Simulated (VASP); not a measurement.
# Al4Ru3 in VASP: further runs

The runs below take Al4Ru3 through single point, with PBE.

Program: VASP 6.6.1. These are calculated values, not measurements. Logs are shortened: lines on timing, memory, paths and dates and some standing lists are left out, and cuts for length are marked.

### 1 The cell of the first run

The cell holds a slab with vacuum, 7 atoms: a = 3.004 Å, b = 3.004 Å, c = 24.012 Å, α = 90.00°, β = 90.00°, γ = 90.00°.

### 2 Single point, PBE

Contents of INCAR:

```
PREC = Accurate ; ENCUT = 520
EDIFF = 1E-6 ; ISMEAR = 0
SIGMA = 0.1 ; LREAL = False
LASPH = True ; NELM = 80
ALGO = Fast ; ISIF = 2
LWAVE = False ; LCHARG = False
LDIPOL = True ; IDIPOL = 3
DIPOL = 0.5 0.5 0.500 ; GGA = PE
NBANDS = 36
```

Contents of KPOINTS:

```
regular mesh
0
Gamma
  12 12 1
```

Contents of POSCAR:

```
Al4Ru3
1.0
    3.0040847245      0.0000000000      0.0000000000
    0.0000000000      3.0040847245      0.0000000000
    0.0000000000      0.0000000000     24.0122541736
Al Ru
4 3
Direct
    0.0000000000      0.0000000000      0.3123405219
    0.0000000000      0.0000000000      0.4374468406
    0.0000000000      0.0000000000      0.5625531594
    0.0000000000      0.0000000000      0.6876594781
    0.5000000000      0.5000000000      0.3748936813
    0.5000000000      0.5000000000      0.5000000000
    0.5000000000      0.5000000000      0.6251063187
```

Potentials or basis: VASP PAW PBE potentials, release 64 (Al, Ru_pv).

On the command line:

```sh
cat potpaw_PBE.64/Al/POTCAR potpaw_PBE.64/Ru_pv/POTCAR > POTCAR
mpirun -np 1 vasp_std > vasp.out
```

OUTCAR:

```text
PREC = Accurate
   ENCUT = 520
   EDIFF = 1E-6
   ISMEAR = 0
   LREAL = False
   LASPH = True
   NELM = 80
   ISIF = 2
   GGA = PE

 ion  position               nearest neighbor table
   1  0.000  0.000  0.312-   5 2.60   5 2.60   5 2.60   5 2.60   2 3.00
   2  0.000  0.000  0.437-   5 2.60   5 2.60   5 2.60   5 2.60   6 2.60   6 2.60   6 2.60   6 2.60
                             1 3.00   3 3.00
   3  0.000  0.000  0.563-   7 2.60   7 2.60   7 2.60   7 2.60   6 2.60   6 2.60   6 2.60   6 2.60
                             4 3.00   2 3.00
   4  0.000  0.000  0.688-   7 2.60   7 2.60   7 2.60   7 2.60   3 3.00
   5  0.500  0.500  0.375-   2 2.60   2 2.60   2 2.60   2 2.60   1 2.60   1 2.60   1 2.60   1 2.60
                             6 3.00
   6  0.500  0.500  0.500-   2 2.60   3 2.60   2 2.60   3 2.60   2 2.60   3 2.60   2 2.60   3 2.60
                             5 3.00   7 3.00
   7  0.500  0.500  0.625-   3 2.60   3 2.60   3 2.60   3 2.60   4 2.60   4 2.60   4 2.60   4 2.60
                             6 3.00

  LATTYP: Found a simple tetragonal cell.
 ALAT       =     3.0040847245
 C/A-ratio  =     7.9932013827

  Lattice vectors:

 A1 = (   3.0040847245,   0.0000000000,   0.0000000000)
 A2 = (   0.0000000000,   3.0040847245,   0.0000000000)
 A3 = (   0.0000000000,   0.0000000000,  24.0122541736)

Analysis of symmetry for initial positions (statically):
=====================================================================
 Subroutine PRICEL returns:
 Original cell was already a primitive cell.

 Routine SETGRP: Setting up the symmetry group for a
 simple tetragonal supercell.

 Subroutine GETGRP returns: Found 16 space group operations
 (whereof 16 operations were pure point group operations)
 out of a pool of 16 trial point group operations.

The static configuration has the point symmetry D_4h.

Analysis of symmetry for dynamics (positions and initial velocities):
=====================================================================
 Subroutine PRICEL returns:
 Original cell was already a primitive cell.

 Routine SETGRP: Setting up the symmetry group for a
 simple tetragonal supercell.

 Subroutine GETGRP returns: Found 16 space group operations
 (whereof 16 operations were pure point group operations)
 out of a pool of 16 trial point group operations.

The dynamic configuration has the point symmetry D_4h.

 Subroutine INISYM returns: Found 16 space group operations
 (whereof 16 operations are pure point group operations),
 and found     1 'primitive' translations

----------------------------------------------------------------------------------------

                                     Primitive cell

  volume of cell :     216.6992

  direct lattice vectors                    reciprocal lattice vectors
     3.004084725  0.000000000  0.000000000     0.332880092  0.000000000  0.000000000
     0.000000000  3.004084725  0.000000000     0.000000000  0.332880092  0.000000000
     0.000000000  0.000000000 24.012254174     0.000000000  0.000000000  0.041645403

  length of vectors
     3.004084725  3.004084725 24.012254174     0.332880092  0.332880092  0.041645403

  position of ions in fractional coordinates (direct lattice)
     0.000000000  0.000000000  0.312340522
     0.000000000  0.000000000  0.437446841
     0.000000000  0.000000000  0.562553159
     0.000000000  0.000000000  0.687659478
     0.500000000  0.500000000  0.374893681
     0.500000000  0.500000000  0.500000000
     0.500000000  0.500000000  0.625106319

  ion indices of the primitive-cell ions
   primitive index   ion index
                 1           1
                 2           2
                 3           3
                 4           4
                 5           5
                 6           6
                 7           7

----------------------------------------------------------------------------------------

 KPOINTS: regular mesh

Automatic generation of k-mesh.
 Grid dimensions read from file:
 generate k-points for:   12   12    1

 Generating k-lattice:

  Cartesian coordinates                     Fractional coordinates (reciprocal lattice)
     0.027740008  0.000000000  0.000000000     0.083333333  0.000000000  0.000000000
     0.000000000  0.027740008  0.000000000     0.000000000  0.083333333  0.000000000
     0.000000000  0.000000000  0.041645403     0.000000000  0.000000000  1.000000000

  Length of vectors
     0.027740008  0.027740008  0.041645403

  Shift w.r.t. Gamma in fractional coordinates (k-lattice)
     0.000000000  0.000000000  0.000000000

 Subroutine IBZKPT returns following result:
 ===========================================

 Found     28 irreducible k-points:

 Following reciprocal coordinates:
            Coordinates               Weight
  0.000000  0.000000  0.000000      1.000000
  0.083333  0.000000  0.000000      4.000000
  0.166667  0.000000  0.000000      4.000000
  0.250000  0.000000  0.000000      4.000000
  0.333333  0.000000  0.000000      4.000000
  0.416667  0.000000  0.000000      4.000000
[... 16 lines left out ...]
  0.333333  0.333333  0.000000      4.000000
  0.416667  0.333333  0.000000      8.000000
 [... further k-points ...]
   k-points           NKPTS =     28   k-points in BZ     NKDIM =     28   number of bands    NBANDS=     36
   number of dos      NEDOS =    301   number of ions     NIONS =      7
   total plane-waves  NPLWV = 103680
   dimension x,y,z NGX =    24 NGY =   24 NGZ =  180
   dimension x,y,z NGXF=    48 NGYF=   48 NGZF=  360
   ions per type =               4   3
   NGX,Y,Z   is equivalent  to a cutoff of  13.28, 13.28, 12.46 a.u.
   NGXF,Y,Z  is equivalent  to a cutoff of  26.56, 26.56, 24.92 a.u.
 SYSTEM =  unknown system
   PREC   = accura    normal or accurate (medium, high low for compatibility)
   ISTART =      0    job   : 0-new  1-cont  2-samecut
   ICHARG =      2    charge: 1-file 2-atom 10-const
   ISPIN  =      1    spin polarized calculation?
   LNONCOLLINEAR =      F non collinear calculations
   LSORBIT =      F    spin-orbit coupling
   LASPH  =      T    aspherical Exc in radial PAW
   ENCUT  =  520.0 eV  38.22 Ry    6.18 a.u.   5.59  5.59 44.65*2*pi/ulx,y,z
   NELM   =     80;   NELMIN=  2; NELMDL= -5     # of ELM steps
   EDIFF  = 0.1E-05   stopping-criterion for ELM
   LREAL  =      F    real-space projection
   EDIFFG = 0.1E-04   stopping-criterion for IOM
   NSW    =      0    number of steps for IOM
   IBRION =     -1    ionic relax: 0-MD 1-quasi-New 2-CG
   NFREE  =      0    steps in history (QN), initial steepest desc. (CG)
   ISIF   =      2    stress and relaxation
   ISYM   =      2    0-nonsym 1-usesym 2-fastsym
   POTIM  = 0.5000    time-step for ionic-motion
   TEBEG  =    0.0;   TEEND  =   0.0 temperature during run
   PSTRESS=    0.0 pullay stress
   NELECT =      54.0000    total number of electrons
   NUPDOWN=      -1.0000    fix difference up-down
   EMIN   =  10.00;   EMAX   =-10.00  energy-range for DOS
   EFERMI =   0.00;   METHOD = LEGACY
   ISMEAR =     0;   SIGMA  =   0.10  broadening in eV -4-tet -1-fermi 0-gaus
   EFERMI_NEDOS =   21; number of points for ismear=-14 and -15
   IALGO  =     68    algorithm
   IMIX   =      4    mixing-type and parameters
     AMIX     =   0.40;   BMIX     =  1.00
     AMIX_MAG =   1.60;   BMIX_MAG =  1.00
  volume/ion in A,a.u.               =      30.96       208.91
  Fermi-wavevector in a.u.,A,eV,Ry     =   1.030197  1.946790 14.439946  1.061306
  Thomas-Fermi vector in A             =   2.164283
   LORBIT       =      0    0 simple, 1 ext, 2 COOP (PROOUT), +10 PAW based schemes
   GGA     = PE    functional components
   LHFCALC =     F    Hartree Fock is set to
   AEXX    =    0.0000 exact exchange contribution
   IVDW    =     0    specifies the selected vdW correction
   LEPSILON=     F    determine dielectric tensor
   LRPA    =     F    only Hartree local field effects (RPA)
 non-spin polarized calculation
 RMM-DIIS sequential band-by-band and
 Gauss-broadening in eV      SIGMA  =   0.10
  energy-cutoff  :      520.00
  volume of cell :      216.70
 maximum number of plane-waves:      5876
 NGX is ok and might be reduce to    24
   NGX = 11   NGY = 11   NGZ = 89

 dipolmoment           0.000000      0.000000      0.000000 electrons x Angstroem

 number of electron      53.9999997 magnetization

 dipolmoment           0.000000      0.000000     -0.000000 electrons x Angstroem

 Free energy of the ion-electron system (eV)
  ---------------------------------------------------
  ext. energy  EPLUGINS =         0.00000000
  ---------------------------------------------------
  free energy    TOTEN  =       -45.35382527 eV

  energy without entropy =      -45.32847770  energy(sigma->0) =      -45.34115148

 E-fermi :   2.9110     XC(G=0):  -6.3266

 val. band max:        2.8923796327   @ k =   0.0833   0.0000   0.0000
 cond. band min:       2.9330012528   @ k =   0.4167   0.4167   0.0000
 fundamental gap:      0.0406216201
 Fermi energy:         2.9109868182

 k-point     1 :       0.0000    0.0000    0.0000
  band No.  band energies     occupation
      1     -39.0898      2.00000
      2     -39.0616      2.00000
      3     -38.9457      2.00000
      4     -38.9457      2.00000
      5     -38.9455      2.00000
      6     -38.9455      2.00000
[... 28 lines left out ...]
     35       9.9303      0.00000
     36      10.1067      0.00000

 k-point     2 :       0.0833    0.0000    0.0000
  band No.  band energies     occupation
      1     -39.0883      2.00000
      2     -39.0602      2.00000
      3     -38.9591      2.00000
      4     -38.9588      2.00000
      5     -38.9446      2.00000
      6     -38.9443      2.00000
[... 28 lines left out ...]
     35       9.3226      0.00000
     36      10.2786      0.00000
[... 817 lines left out ...]
     35       7.3574      0.00000
     36       8.2447      0.00000

 k-point    24 :       0.4167    0.3333    0.0000
  band No.  band energies     occupation
      1     -39.1117      2.00000
      2     -39.1113      2.00000
      3     -39.0729      2.00000
      4     -39.0725      2.00000
      5     -39.0525      2.00000
      6     -39.0270      2.00000
[... 28 lines left out ...]
     35       7.3966      0.00000
     36       8.3092      0.00000

 [... further k-points ...]

------------------------ aborting loop because EDIFF is reached ----------------------------------------

 vacuum level on the upper side and lower side of the slab       (xc-potential included)        -0.177        -0.177

  FORCE on cell =-STRESS in cart. coord.  units (eV):
  Direction    XX          YY          ZZ          XY          YZ          ZX
  --------------------------------------------------------------------------------------
  -------------------------------------------------------------------------------------
  Total       -1.5722923     -1.5722923     -4.1363510      0.0000000      0.0000000      0.0000000
  in kB      -11.6248296    -11.6248296    -30.5823380      0.0000000      0.0000000      0.0000000
  external PRESSURE =     -17.9439991 kB  Pullay stress =       0.0000000 kB

 VOLUME and BASIS-vectors are now :
 -----------------------------------------------------------------------------
  energy-cutoff  :      520.00
  volume of cell :      216.70
      direct lattice vectors                 reciprocal lattice vectors
     3.004084725  0.000000000  0.000000000     0.332880092  0.000000000  0.000000000
     0.000000000  3.004084725  0.000000000     0.000000000  0.332880092  0.000000000
     0.000000000  0.000000000 24.012254174     0.000000000  0.000000000  0.041645403

 POSITION                                       TOTAL-FORCE (eV/Angst)
 -----------------------------------------------------------------------------------
      0.00000      0.00000      7.50000         0.000000     -0.000000      1.382405
      0.00000      0.00000     10.50408         0.000000      0.000000      0.126600
      0.00000      0.00000     13.50817        -0.000000      0.000000     -0.126600
      0.00000      0.00000     16.51225         0.000000     -0.000000     -1.382405
      1.50204      1.50204      9.00204         0.000000     -0.000000     -1.454939
      1.50204      1.50204     12.00613         0.000000     -0.000000     -0.000000
      1.50204      1.50204     15.01021         0.000000     -0.000000      1.454939
 -----------------------------------------------------------------------------------
    total drift:                                0.000000      0.000000     -0.000000

  FREE ENERGIE OF THE ION-ELECTRON SYSTEM (eV)
  ---------------------------------------------------
  free  energy   TOTEN  =       -45.3538252682 eV

  energy  without entropy=      -45.3284776963  energy(sigma->0) =      -45.34115148

 vacuum level on the upper side and lower side of the slab         6.044         6.044
```

Run time: 4.1 min. Hardware: 1 thread of AMD EPYC 9R45 (Zen 5), shared host; peak memory 0.38 GiB.

What came out:

```yaml
Free_energy: -45.3538 eV
Largest_force: 1.455 eV/Å
Band_gap_on_the_k_mesh: zero (band 27 reaches 4.33 eV, above the bottom of band 28 at 2.26 eV)
```

Forces on the atoms (eV/Å):
```
Al   0.000  0.000  1.382
Al   0.000  0.000  0.127
Al   0.000  0.000 -0.127
Al   0.000  0.000 -1.382
Ru   0.000  0.000 -1.455
Ru   0.000  0.000  0.000
Ru   0.000  0.000  1.455
```

### 3 Single point, PBE

Contents of INCAR:

```
ALGO = Fast
DIPOL = 0.5 0.5 0.500
EDIFF = 1E-6
ENCUT = 520
GGA = PE
IDIPOL = 3
ISIF = 2
ISMEAR = 0
LASPH = True
LCHARG = False
LDIPOL = True
LREAL = False
LWAVE = False
NBANDS = 36
NELM = 100
PREC = Accurate
SIGMA = 0.1
```

Contents of KPOINTS:

```
k-points
0
Gamma
  12 12 1
```

Contents of POSCAR:

```
Al4Ru3
1.0
    3.0040847245      0.0000000000      0.0000000000
    0.0000000000      3.0040847245      0.0000000000
    0.0000000000      0.0000000000     24.0122541736
Al Ru
4 3
Direct
    0.0000000000      0.0000000000      0.3211667996
    0.0000000000      0.0000000000      0.4384014688
    0.0000000000      0.0000000000      0.5615985461
    0.0000000000      0.0000000000      0.6788331868
    0.5000000000      0.5000000000      0.3727738721
    0.5000000000      0.5000000000      0.5000000163
    0.5000000000      0.5000000000      0.6272261104
```

Potentials or basis: VASP PAW PBE potentials, release 64 (Al, Ru_pv).

On the command line:

```sh
cat potpaw_PBE.64/Al/POTCAR potpaw_PBE.64/Ru_pv/POTCAR > POTCAR
mpirun -np 1 vasp_std > vasp.out
```

OUTCAR:

```text
EDIFF = 1E-6
   ENCUT = 520
   GGA = PE
   ISIF = 2
   ISMEAR = 0
   LASPH = True
   LREAL = False
   NELM = 100
   PREC = Accurate

 ion  position               nearest neighbor table
   1  0.000  0.000  0.321-   5 2.46   5 2.46   5 2.46   5 2.46   2 2.82
   2  0.000  0.000  0.438-   6 2.59   6 2.59   6 2.59   6 2.59   5 2.64   5 2.64   5 2.64   5 2.64
                             1 2.82   3 2.96
   3  0.000  0.000  0.562-   6 2.59   6 2.59   6 2.59   6 2.59   7 2.64   7 2.64   7 2.64   7 2.64
                             4 2.82   2 2.96
   4  0.000  0.000  0.679-   7 2.46   7 2.46   7 2.46   7 2.46   3 2.82
   5  0.500  0.500  0.373-   1 2.46   1 2.46   1 2.46   1 2.46   2 2.64   2 2.64   2 2.64   2 2.64
                             6 3.05
   6  0.500  0.500  0.500-   3 2.59   3 2.59   3 2.59   3 2.59   2 2.59   2 2.59   2 2.59   2 2.59
                             7 3.05   5 3.05
   7  0.500  0.500  0.627-   4 2.46   4 2.46   4 2.46   4 2.46   3 2.64   3 2.64   3 2.64   3 2.64
                             6 3.05

  LATTYP: Found a simple tetragonal cell.
 ALAT       =     3.0040847245
 C/A-ratio  =     7.9932013827

  Lattice vectors:

 A1 = (   3.0040847245,   0.0000000000,   0.0000000000)
 A2 = (   0.0000000000,   3.0040847245,   0.0000000000)
[... 206 lines left out ...]
      6     -38.9629      2.00000
[... 925 lines left out ...]
     35       7.9224      0.00000
     36       8.1859      0.00000

 [... further k-points ...]

------------------------ aborting loop because EDIFF is reached ----------------------------------------

 vacuum level on the upper side and lower side of the slab       (xc-potential included)        -0.093        -0.093

  FORCE on cell =-STRESS in cart. coord.  units (eV):
  Direction    XX          YY          ZZ          XY          YZ          ZX
  --------------------------------------------------------------------------------------
  -------------------------------------------------------------------------------------
  Total        2.5430338      2.5430338      0.2142998      0.0000000      0.0000000     -0.0000000
  in kB       18.8020595     18.8020595      1.5844375      0.0000000      0.0000000     -0.0000000
  external PRESSURE =      13.0628521 kB  Pullay stress =       0.0000000 kB

 VOLUME and BASIS-vectors are now :
 -----------------------------------------------------------------------------
  energy-cutoff  :      520.00
  volume of cell :      216.70
      direct lattice vectors                 reciprocal lattice vectors
     3.004084725  0.000000000  0.000000000     0.332880092  0.000000000  0.000000000
     0.000000000  3.004084725  0.000000000     0.000000000  0.332880092  0.000000000
     0.000000000  0.000000000 24.012254174     0.000000000  0.000000000  0.041645403

 POSITION                                       TOTAL-FORCE (eV/Angst)
 -----------------------------------------------------------------------------------
      0.00000      0.00000      7.71194        -0.000000     -0.000000     -0.027648
      0.00000      0.00000     10.52701        -0.000000     -0.000000     -0.015218
      0.00000      0.00000     13.48525        -0.000000     -0.000000      0.015218
      0.00000      0.00000     16.30032        -0.000000     -0.000000      0.027648
      1.50204      1.50204      8.95114         0.000000      0.000000      0.004811
      1.50204      1.50204     12.00613        -0.000000     -0.000000     -0.000000
      1.50204      1.50204     15.06111        -0.000000      0.000000     -0.004811
 -----------------------------------------------------------------------------------
    total drift:                                0.000000     -0.000000      0.000062

  FREE ENERGIE OF THE ION-ELECTRON SYSTEM (eV)
  ---------------------------------------------------
  free  energy   TOTEN  =       -45.7711735537 eV

  energy  without entropy=      -45.7567449140  energy(sigma->0) =      -45.76395923

 vacuum level on the upper side and lower side of the slab         6.002         6.002
```

OSZICAR:

```text
N       E                     dE             d eps       ncg     rms          rms(c)
DAV:   1     0.378004934152E+03    0.37800E+03   -0.30194E+04  2672   0.131E+03
DAV:   2    -0.362799475026E+02   -0.41428E+03   -0.40118E+03  2280   0.339E+02
DAV:   3    -0.490458756441E+02   -0.12766E+02   -0.12495E+02  2452   0.575E+01
[... 16 lines left out ...]
RMM:  20    -0.457711301436E+02   -0.69594E-04   -0.85584E-06  1917   0.591E-03    0.101E-03
RMM:  21    -0.457711664349E+02   -0.36291E-04   -0.57702E-06  1795   0.468E-03    0.508E-04
RMM:  22    -0.457711706025E+02   -0.41676E-05   -0.62585E-07  1181   0.232E-03    0.706E-04
RMM:  23    -0.457711720744E+02   -0.14719E-05   -0.28328E-07  1041   0.176E-03    0.561E-04
RMM:  24    -0.457711735281E+02   -0.14537E-05   -0.43432E-07  1064   0.164E-03    0.171E-04
RMM:  25    -0.457711735537E+02   -0.25647E-07   -0.71954E-08   810   0.122E-03
   1 F= -.45771174E+02 E0= -.45763959E+02  d E =-.144286E-01
```

stdout:

```text
POSCAR found type information on POSCAR AlRu
 POSCAR found :  2 types and       7 ions
 scaLAPACK will be used
 LDA part: xc-table for (Slater+PW92), standard interpolation
 POSCAR, INCAR and KPOINTS ok, starting setup
 FFT: planning ... GRIDC
 FFT: planning ... GRID_SOFT
 FFT: planning ... GRID
 WAVECAR not read
 entering main loop
```

It took 4 min on 1 thread of AMD EPYC 9R45 (Zen 5), shared host; peak memory 0.38 GiB.

Results:

* Free energy: -45.7712 eV
* Largest force: 0.028 eV/Å
* Band gap on the k mesh: zero (band 27 reaches 4.43 eV, above the bottom of band 28 at 2.15 eV)

Forces on the atoms (eV/Å):
```
Al   0.000  0.000 -0.028
Al   0.000  0.000 -0.015
Al   0.000  0.000  0.015
Al   0.000  0.000  0.028
Ru   0.000  0.000  0.005
Ru   0.000  0.000  0.000
Ru   0.000  0.000 -0.005
```
